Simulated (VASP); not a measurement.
A run of VASP 6.6.1 is set up as follows.

POSCAR

```
Sb
1.0
    3.0802022053      0.0000000000      0.0000000000
    0.0000000000      4.2887605540      0.0000000000
   -0.0383890571      0.0000000000      4.3463061600
Sb
2
Direct
    0.0113890000      0.2500000000      0.2411660000
    0.9886110000      0.7500000000      0.7588340000
```

INCAR.step1

```
  PREC = Accurate
  ENCUT = 520
  ISMEAR = -1
  SIGMA = 0.05
  LREAL = F
  LASPH = T
  NELM = 60
  NBANDS = 12
  GGA = PE
  ALGO = Normal
  EDIFF = 1E-4
  LWAVE = T
  LCHARG = F
```

Contents of INCAR.step2:

```
  PREC = Accurate
  ENCUT = 520
  EDIFF = 1E-6
  ISMEAR = -1
  SIGMA = 0.05
  LREAL = F
  LASPH = T
  NELM = 60
  ALGO = Normal
  ISIF = 2
  LWAVE = F
  LCHARG = F
  METAGGA = R2SCAN
  LMIXTAU = T
  NBANDS = 12
  ISTART = 1
```

Contents of KPOINTS:

```
Automatic mesh
0
Gamma
  9 6 6
```

Potentials or basis: VASP PAW PBE potentials, release 64 (Sb).

The run is started by

```console
$ cat potpaw_PBE.64/Sb/POTCAR > POTCAR
$ cp INCAR.step1 INCAR
$ mpirun -np 1 vasp_std > vasp.out
$ cp INCAR.step2 INCAR
$ mpirun -np 1 vasp_std > vasp.out
```

Question: Estimate the band gap on the k mesh.

Answer: Zero (bands 5 and 6 overlap by 9.26 eV).

Question: Predict the largest force.

Answer: 0.106 eV/Å.

Question: Estimate the pressure.

Answer: 1.7 GPa.

Forces in eV/Å, atoms in the order of the input:
```
Sb  -0.042  0.000  0.097
Sb   0.042  0.000 -0.097
```

Caveat: the PAW data sets were made with another functional, which shifts forces and pressure a little; spin-orbit coupling is left out, which moves the levels of the heavy elements.
